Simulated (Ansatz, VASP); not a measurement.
One calculation of TiO2, two programs

```
Ti O
1.0
     4.59220    0.00000    0.00000
     0.00000    4.59220    0.00000
     0.00000    0.00000    2.95740
Ti O
2 4
Direct
  0.00000 0.00000 0.00000
  0.50000 0.50000 0.50000
  0.30496 0.30496 0.00000
  0.19504 0.80496 0.50000
  0.69504 0.69504 0.00000
  0.80496 0.19504 0.50000
```

Alike in both runs: task relaxation of cell and atoms; functional PBEsol; k mesh 8 × 8 × 10; occupations fermi-dirac, width 0.1 eV; no spin polarisation.

|  | VASP | Ansatz |
| --- | --- | --- |
| version | VASP 6.6.1 | Ansatz 0.2.0 |
| potentials or method | VASP PAW PBE potentials, release 64 (Ti_sv, O) | PAW with Ansatz's default frozen-core files, scalar-relativistic |
| plane-wave cutoff (eV) | 600 | 420 |
| valence electrons in the cell | 48 | 48 |

```csv
,VASP,Ansatz,Ansatz less VASP
relaxed volume (Å³/atom),10.34,10.33,-0.015
relaxed length of the cell vector where the two differ most in proportion (Å),2.942,2.939,-0.0029
```

VASP's potentials were made for PBE, not for PBEsol.
